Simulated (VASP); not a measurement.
# Mg2Si (Fm-3m) in VASP: further runs

Mg2Si is run at these levels: r2SCAN, PBE; tasks: single point.

Program: VASP 6.6.1. These are calculated values, not measurements. Logs are shortened: lines on timing, memory, paths and dates and some standing lists are left out, and cuts for length are marked.

### 1 The cell of the first run

The structure is cubic, space group Fm-3m (No. 225). Conventional cell: a = 6.340 Å, b = 6.340 Å, c = 6.340 Å, α = 90.00°, β = 90.00°, γ = 90.00°. Within 3.6 Å of Mg (site symmetry -43m) lie 4 Si at 2.75 Å and 6 Mg at 3.17 Å. Si (site symmetry m-3m) has 8 Mg at 2.75 Å within 3.6 Å.

### 2 Single point, r2SCAN

File POSCAR:

```
Mg2Si
1.0
    0.0000000000      3.1698179195      3.1698179195
    3.1698179195      0.0000000000      3.1698179195
    3.1698179195      3.1698179195      0.0000000000
Mg Si
2 1
Direct
    1.1700000000      0.5870000000      1.2080000000
    1.6700000000      1.0870000000      1.7080000000
    0.9200000000      0.3370000000      0.9580000000
```

File INCAR.step1:

```
SYSTEM = Mg2Si
PREC = Accurate ; ENCUT = 660
ISMEAR = -4 ; SIGMA = 0.1
LREAL = .False. ; LASPH = .True.
NELM = 120 ; NBANDS = 11
GGA = PE ; ALGO = Normal
EDIFF = 1E-5 ; LWAVE = .True.
LCHARG = .False. ; GGA_COMPAT = .False.
```

File INCAR.step2:

```
SYSTEM = Mg2Si
PREC = Accurate ; ENCUT = 660
EDIFF = 1E-6 ; ISMEAR = -4
SIGMA = 0.1 ; LREAL = .False.
LASPH = .True. ; NELM = 120
ALGO = Normal ; ISIF = 2
LWAVE = .False. ; LCHARG = .False.
METAGGA = R2SCAN ; LMIXTAU = .True.
NBANDS = 11 ; ISTART = 1
GGA_COMPAT = .False.
```

File KPOINTS:

```
Automatic mesh
0
Gamma
  4 4 4
  0 0 0
```

Potentials or basis: VASP PAW PBE potentials, release 64 (Mg, Si).

The run is started by

```
$ cat potpaw_PBE.64/Mg/POTCAR potpaw_PBE.64/Si/POTCAR > POTCAR
$ cp INCAR.step1 INCAR
$ mpirun -np 1 vasp_std > vasp.out
$ cp INCAR.step2 INCAR
$ mpirun -np 1 vasp_std > vasp.out
```

OUTCAR:

```text
SYSTEM = Mg2Si
   PREC = Accurate
   ENCUT = 660
   EDIFF = 1E-6
   ISMEAR = -4
   LREAL = .False.
   LASPH = .True.
   NELM = 120
   ISIF = 2
   METAGGA = R2SCAN
   ISTART = 1

 ion  position               nearest neighbor table
   1  0.170  0.587  0.208-   3 2.75   3 2.75   3 2.75   3 2.75   2 3.17   2 3.17   2 3.17   2 3.17
                             2 3.17   2 3.17
   2  0.670  0.087  0.708-   3 2.75   3 2.75   3 2.75   3 2.75   1 3.17   1 3.17   1 3.17   1 3.17
                             1 3.17   1 3.17
   3  0.920  0.337  0.958-   2 2.75   2 2.75   2 2.75   1 2.75   2 2.75   1 2.75   1 2.75   1 2.75

  LATTYP: Found a face centered cubic cell.
 ALAT       =     6.3396358390

  Lattice vectors:

 A1 = (   0.0000000000,   3.1698179195,   3.1698179195)
 A2 = (   3.1698179195,   0.0000000000,   3.1698179195)
 A3 = (   3.1698179195,   3.1698179195,   0.0000000000)

Analysis of symmetry for initial positions (statically):
=====================================================================
 Subroutine PRICEL returns:
 Original cell was already a primitive cell.

 Routine SETGRP: Setting up the symmetry group for a
 face centered cubic supercell.

 Subroutine GETGRP returns: Found 48 space group operations
 (whereof  1 operations were pure point group operations)
 out of a pool of 48 trial point group operations.

The static configuration has the point symmetry C_1 .
 The point group associated with its full space group is O_h .

Analysis of symmetry for dynamics (positions and initial velocities):
=====================================================================
 Subroutine PRICEL returns:
 Original cell was already a primitive cell.

 Routine SETGRP: Setting up the symmetry group for a
 face centered cubic supercell.

 Subroutine GETGRP returns: Found 48 space group operations
 (whereof  1 operations were pure point group operations)
 out of a pool of 48 trial point group operations.

The dynamic configuration has the point symmetry C_1 .
 The point group associated with its full space group is O_h .

 Subroutine INISYM returns: Found 48 space group operations
 (whereof  1 operations are pure point group operations),
 and found     1 'primitive' translations

----------------------------------------------------------------------------------------

                                     Primitive cell

[... 85 lines left out ...]
   POTIM  = 0.5000    time-step for ionic-motion
   TEBEG  =    0.0;   TEEND  =   0.0 temperature during run
   PSTRESS=    0.0 pullay stress
   NELECT =       8.0000    total number of electrons
   NUPDOWN=      -1.0000    fix difference up-down
   EMIN   =  10.00;   EMAX   =-10.00  energy-range for DOS
   EFERMI =   0.00;   METHOD = LEGACY
   ISMEAR =    -4;   SIGMA  =   0.10  broadening in eV -4-tet -1-fermi 0-gaus
   EFERMI_NEDOS =   21; number of points for ismear=-14 and -15
   IALGO  =     38    algorithm
   IMIX   =      4    mixing-type and parameters
     AMIX     =   0.40;   BMIX     =  1.00
     AMIX_MAG =   1.60;   BMIX_MAG =  1.00
  volume/ion in A,a.u.               =      21.23       143.29
  Fermi-wavevector in a.u.,A,eV,Ry     =   0.819836  1.549266  9.144907  0.672132
  Thomas-Fermi vector in A             =   1.930712
   LORBIT       =      0    0 simple, 1 ext, 2 COOP (PROOUT), +10 PAW based schemes
   METAGGA = R2SCAN    functional components
   LHFCALC =     F    Hartree Fock is set to
   AEXX    =    0.0000 exact exchange contribution
   IVDW    =     0    specifies the selected vdW correction
   LEPSILON=     F    determine dielectric tensor
   LRPA    =     F    only Hartree local field effects (RPA)
 non-spin polarized calculation
 Fermi weights with tetrahedron method witout Bloechl corrections
  energy-cutoff  :      660.00
  volume of cell :       63.70
 maximum number of plane-waves:      2477
 NGX is ok and might be reduce to    40
   NGX = 19   NGY = 19   NGZ = 19

 number of electron       8.0000000 magnetization

 Free energy of the ion-electron system (eV)
  ---------------------------------------------------
  ext. energy  EPLUGINS =         0.00000000
  ---------------------------------------------------
  free energy    TOTEN  =       -17.54726171 eV

  energy without entropy =      -17.54726171  energy(sigma->0) =      -17.54726171

 E-fermi :   3.6551     XC(G=0):  -9.1880

 val. band max:        3.5932474315   @ k =   0.0000   0.0000   0.0000
 cond. band min:       4.0131132132   @ k =   0.5000   0.5000   0.0000
 fundamental gap:      0.4198657817
 Fermi energy:         3.6550913416

 k-point     1 :       0.0000    0.0000    0.0000
  band No.  band energies     occupation
      1      -5.9454      2.00000
      2       3.5931      2.00000
      3       3.5932      2.00000
      4       3.5932      2.00000
      5       6.0836      0.00000
      6       6.4097      0.00000
      7       6.4098      0.00000
      8       6.4099      0.00000
      9       9.5327      0.00000
     10       9.5327      0.00000
     11      11.1268      0.00000
[... 85 lines left out ...]
 k-point     8 :      -0.2500    0.5000    0.2500
  band No.  band energies     occupation
      1      -3.8010      2.00000
      2      -0.1127      2.00000
      3      -0.1126      2.00000
      4       0.8336      2.00000
      5       6.5478      0.00000
      6       7.5627      0.00000
      7       7.5628      0.00000
      8       7.9283      0.00000
      9      12.6374      0.00000
     10      12.8126      0.00000
     11      12.8126      0.00000

------------------------ aborting loop because EDIFF is reached ----------------------------------------

  FORCE on cell =-STRESS in cart. coord.  units (eV):
  Direction    XX          YY          ZZ          XY          YZ          ZX
  --------------------------------------------------------------------------------------
  -------------------------------------------------------------------------------------
  Total       -0.1221109     -0.1221109     -0.1221109     -0.0000000      0.0000000     -0.0000000
  in kB       -3.0713690     -3.0713690     -3.0713690     -0.0000000      0.0000000     -0.0000000
  external PRESSURE =      -3.0713690 kB  Pullay stress =       0.0000000 kB

 VOLUME and BASIS-vectors are now :
 -----------------------------------------------------------------------------
  energy-cutoff  :      660.00
  volume of cell :       63.70
      direct lattice vectors                 reciprocal lattice vectors
     0.000000000  3.169817919  3.169817919    -0.157737767  0.157737767  0.157737767
     3.169817919  0.000000000  3.169817919     0.157737767 -0.157737767  0.157737767
     3.169817919  3.169817919  0.000000000     0.157737767  0.157737767 -0.157737767

 POSITION                                       TOTAL-FORCE (eV/Angst)
 -----------------------------------------------------------------------------------
      2.52001      1.19819      2.39955         0.000000      0.000000     -0.000000
      2.52001      4.36801      2.39955        -0.000000     -0.000000      0.000000
      4.10491      5.95292      3.98446        -0.000000      0.000000      0.000000
 -----------------------------------------------------------------------------------
    total drift:                               -0.000112      0.000032     -0.000193

  FREE ENERGIE OF THE ION-ELECTRON SYSTEM (eV)
  ---------------------------------------------------
  free  energy   TOTEN  =       -17.5472617137 eV

  energy  without entropy=      -17.5472617137  energy(sigma->0) =      -17.54726171
```

OUTCAR.step1:

```text
SYSTEM = Mg2Si
   PREC = Accurate
   ENCUT = 660
   ISMEAR = -4
   LREAL = .False.
   LASPH = .True.
[... 324 lines left out ...]
      2.52001      1.19819      2.39955         0.000000      0.000000      0.000000
      2.52001      4.36801      2.39955        -0.000000     -0.000000     -0.000000
      4.10491      5.95292      3.98446        -0.000000      0.000000      0.000000
 -----------------------------------------------------------------------------------
    total drift:                                0.000000      0.000000     -0.000000

  FREE ENERGIE OF THE ION-ELECTRON SYSTEM (eV)
  ---------------------------------------------------
  free  energy   TOTEN  =        -8.7551594002 eV

  energy  without entropy=       -8.7551594002  energy(sigma->0) =       -8.75515940
```

OSZICAR.step1:

```text
N       E                     dE             d eps       ncg     rms          rms(c)
DAV:   1     0.825101827736E+01    0.82510E+01   -0.28945E+03   176   0.638E+02
DAV:   2    -0.875993555292E+01   -0.17011E+02   -0.16670E+02   214   0.766E+01
DAV:   3    -0.936393693589E+01   -0.60400E+00   -0.60203E+00   214   0.125E+01
DAV:   4    -0.936890708345E+01   -0.49701E-02   -0.49696E-02   219   0.144E+00
DAV:   5    -0.936896859653E+01   -0.61513E-04   -0.61512E-04   214   0.157E-01    0.361E+00
DAV:   6    -0.883207842364E+01    0.53689E+00   -0.10828E+00   185   0.351E+00    0.201E+00
DAV:   7    -0.875407384463E+01    0.78005E-01   -0.42919E-01   194   0.236E+00    0.961E-01
DAV:   8    -0.875511433136E+01   -0.10405E-02   -0.18708E-02   197   0.675E-01    0.263E-01
DAV:   9    -0.875505995220E+01    0.54379E-04   -0.35259E-04   225   0.988E-02    0.146E-01
DAV:  10    -0.875516577499E+01   -0.10582E-03   -0.20487E-04   185   0.651E-02    0.595E-02
DAV:  11    -0.875515940021E+01    0.63748E-05   -0.86188E-06   126   0.125E-02
   1 F= -.87551594E+01 E0= -.87551594E+01  d E =0.000000E+00
```

It took 34 s on 1 thread of AMD EPYC 9R45 (Zen 5), shared host; peak memory 0.21 GiB.

Results:

```yaml
Free_energy: -17.5473 eV
Pressure: -0.3 GPa
Band_gap_on_the_k_mesh: 0.42 eV, indirect (least direct gap 2.47 eV)
```

Caveat: the k points lie up to 0.43 Å⁻¹ apart; the PAW data sets were made with another functional, which shifts forces and pressure a little. A k mesh can miss the band edges.

### 3 Single point, PBE

File INCAR:

```
SYSTEM = Mg2Si
PREC = Accurate
ENCUT = 600
EDIFF = 1E-6
ISMEAR = 0
SIGMA = 0.1
LREAL = .False.
LASPH = .True.
NELM = 120
ALGO = Normal
ISIF = 2
LWAVE = .False.
LCHARG = .True.
GGA = PE
LELF = .True.
LVHAR = .True.
NBANDS = 11
GGA_COMPAT = .False.
```

File KPOINTS:

```
regular mesh
0
Gamma
  6 6 6
  0 0 0
```

File POSCAR:

```
Mg2Si
1.0
    0.0000000000      3.1698179195      3.1698179195
    3.1698179195      0.0000000000      3.1698179195
    3.1698179195      3.1698179195      0.0000000000
Mg Si
2 1
Direct
    0.2500000000      0.2500000000      0.2500000000
    0.7500000000      0.7500000000      0.7500000000
    0.0000000000      0.0000000000      0.0000000000
```

Potentials or basis: VASP PAW PBE potentials, release 64 (Mg, Si).

The run is started by

```
$ cat potpaw_PBE.64/Mg/POTCAR potpaw_PBE.64/Si/POTCAR > POTCAR
$ mpirun -np 1 vasp_std > vasp.out
```

Wall time 11 s (1 thread of AMD EPYC 9R45 (Zen 5), shared host); peak memory 0.17 GiB.

Results (log left out):

```yaml
Free_energy: -8.8952 eV
Pressure: 0.5 GPa
Band_gap_on_the_k_mesh: 0.20 eV, indirect (least direct gap 1.91 eV)
```

Levels at points of the mesh, in eV from the valence-band top:
```tsv
k point	band 2	band 3	band 4	band 5	band 6	band 7
(0.00, 0.00, 0.00)	0.00	0.00	0.00	1.91	2.57	2.57
(0.50, 0.00, 0.00)	-4.78	-0.70	-0.70	1.28	2.55	2.55
(0.50, 0.50, 0.00)	-4.45	-1.95	-1.95	0.20	0.41	7.96
```

### 4 Single point, PBE

File INCAR:

```
SYSTEM = Mg2Si
ALGO = Normal ; EDIFF = 1E-6
ENCUT = 600 ; GGA = PE
GGA_COMPAT = .FALSE. ; ISIF = 2
ISMEAR = 0 ; LASPH = .TRUE.
LCHARG = .FALSE. ; LREAL = .FALSE.
LWAVE = .FALSE. ; NBANDS = 11
NELM = 120 ; PREC = Accurate
SIGMA = 0.01
```

File KPOINTS:

```
k-points
0
G
  6 6 6
  0 0 0
```

POSCAR is that of step 3.

The run is started by

```
$ cat potpaw_PBE.64/Mg/POTCAR potpaw_PBE.64/Si/POTCAR > POTCAR
$ mpirun -np 1 vasp_std > vasp.out
```

Run time: 9.9 s. Hardware: 1 thread of AMD EPYC 9R45 (Zen 5), shared host; peak memory 0.17 GiB.

Results (log left out):

```
Free energy            : -8.8950 eV
Pressure               : 0.5 GPa
Band gap on the k mesh : 0.19 eV, indirect (least direct gap 1.91 eV)
```

Levels at points of the mesh, in eV from the valence-band top:
```tsv
k point	band 2	band 3	band 4	band 5	band 6	band 7
(0.00, 0.00, 0.00)	0.00	0.00	0.00	1.91	2.57	2.57
(0.50, 0.00, 0.00)	-4.78	-0.70	-0.70	1.28	2.55	2.55
(0.50, 0.50, 0.00)	-4.45	-1.95	-1.95	0.19	0.41	7.96
```

A k mesh can miss the band edges.

### 5 The runs side by side

| level | k mesh | cutoff (eV) | smearing | gap on the mesh (eV) | pressure (GPa) |
| --- | --- | --- | --- | --- | --- |
| r2SCAN | 4 × 4 × 4 | 660 | tetrahedron | 0.42 | -0.3 |
| PBE | 6 × 6 × 6 | 600 | gaussian 0.1 eV | 0.20 | 0.5 |
| PBE | 6 × 6 × 6 | 600 | gaussian 0.01 eV | 0.19 | 0.5 |

Alike in all rows: task single point; potentials or basis VASP PAW PBE potentials, release 64 (Mg, Si); no spin polarisation; cell as given.

Caveats: some runs use coarse meshes; the PAW data sets were made with another functional, which shifts forces and pressure a little (some runs).

Total energies depend on the potentials used, so only differences within one code and one set of settings carry meaning.
